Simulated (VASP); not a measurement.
# TaN: electric field gradients with PBE

Crystal: TaN.

```
Ta N
1.0
     2.91964    0.00000    0.00000
    -1.45982    2.52848    0.00000
     0.00000    0.00000    5.90879
Ta N
2 2
Direct
  0.00000 0.00000 0.00000
  0.00000 0.00000 0.50000
  0.33333 0.66667 0.25000
  0.66667 0.33333 0.75000
```

```json
{"Program": "VASP 6.6.1", "Task": "electric field gradients", "Functional": "PBE", "Potentials or basis": "VASP PAW PBE potentials, release 64 (Ta_pv, N)", "Cutoff": "520 eV", "k mesh": "18 × 18 × 8", "Occupations": "fermi-dirac, width 0.15 eV", "Spin": "no spin polarisation", "Dipole correction": "no", "Further INCAR settings": "ALGO = Normal; EDIFF = 1e-08; NBANDS = 24"}
```

The pressure is 0.7 GPa. The band gap on the k mesh is zero (bands 16 and 17 overlap by 0.98 eV) and the largest electric field gradient by atom is Ta -100.7; N +13.6 V/Å².

Levels at points of the mesh, in eV from the Fermi level:
```tsv
k point	band 14	band 15	band 16	band 17	band 18	band 19
(0.00, 0.00, 0.00)	-1.99	-1.99	-0.23	-0.23	0.55	0.55
(0.50, 0.00, 0.00)	-3.70	-2.80	-2.12	2.85	3.95	4.81
(0.00, 0.00, 0.50)	-3.86	-0.65	-0.65	0.98	0.98	0.98
(0.50, 0.00, 0.50)	-4.34	-2.20	-2.20	3.89	3.89	4.75
```

Electric field gradients, principal values (V/Å²):
```tsv
atom	least	middle	greatest (by size)
1 Ta	50.335	50.336	-100.670
2 Ta	50.335	50.336	-100.670
3 N	-6.796	-6.798	13.595
4 N	-6.796	-6.798	13.595
```

Wall time 2.1 min on 1 thread of AMD EPYC 9R45 96-Core Processor (Zen 5), with other jobs on the host, peak memory 0.27 GiB.

Caveat: without QUAD_EFG the Cq values of the log hold for a quadrupole moment of 1 mb, not for the nuclei; spin-orbit coupling is left out, which moves the levels of the heavy elements.
